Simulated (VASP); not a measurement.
# WSe2: single point with PBE+D3(BJ)

The system is WSe2.

```
W Se
1.0
     3.23295    0.00000    0.00000
    -1.61647    2.79981    0.00000
     0.00000    0.00000    7.20656
W Se
1 2
Direct
  0.00000 0.00000 0.00000
  0.33333 0.66667 0.27624
  0.33333 0.66667 0.72376
```

This cell differs from its parent crystal: c/a of the conventional cell at fixed volume 2.2291.

```yaml
Program: VASP 6.6.1
Task: single point
Functional: PBE
Dispersion: D3(BJ)
Potentials_or_basis: VASP PAW PBE potentials, release 64 (W_sv, Se)
Cutoff: 520 eV
k_mesh: 9 × 9 × 4
Occupations: gaussian, width 0.05 eV
Spin: no spin polarisation
Dipole_correction: no
Further_INCAR_settings: ALGO = Normal; EDIFF = 1e-07; NBANDS = 20
```

| Property | Result |
| --- | --- |
| Pressure | -14.5 GPa |
| Largest force | 3.537 eV/Å |
| Band gap on the k mesh | 0.40 eV, indirect (least direct gap 0.96 eV) |
| Dispersion energy per atom | -0.431 eV |

Forces in eV/Å, atoms in the order of the input:
```
W    0.000  0.000  0.000
Se   0.000  0.000 -3.537
Se   0.000  0.000  3.537
```

Stress tensor (GPa, compression positive):
```
 -6.54   0.00   0.00
  0.00  -6.54   0.00
  0.00   0.00 -30.45
```

Levels at points of the mesh, in eV from the valence-band top:
```tsv
k point	band 9	band 10	band 11	band 12	band 13	band 14	band 15	band 16	band 17	band 18
(0.00, 0.00, 0.00)	-1.72	-1.12	-1.12	-0.03	-0.03	2.45	2.45	2.95	2.95	4.04
(0.00, 0.00, 0.50)	-1.10	-1.10	-0.75	-0.10	-0.10	2.72	2.72	2.73	2.73	5.49
```

Run time: 16 s on 1 thread of Intel(R) Xeon(R) 6975P-C (Granite Rapids), with other jobs on the host, peak memory 0.21 GiB.

Caveat: spin-orbit coupling is left out, which moves the levels of the heavy elements; forces of over 1 eV/Å act on the atoms, so gaps and moduli don't describe the material at rest. A k mesh can miss the band edges.
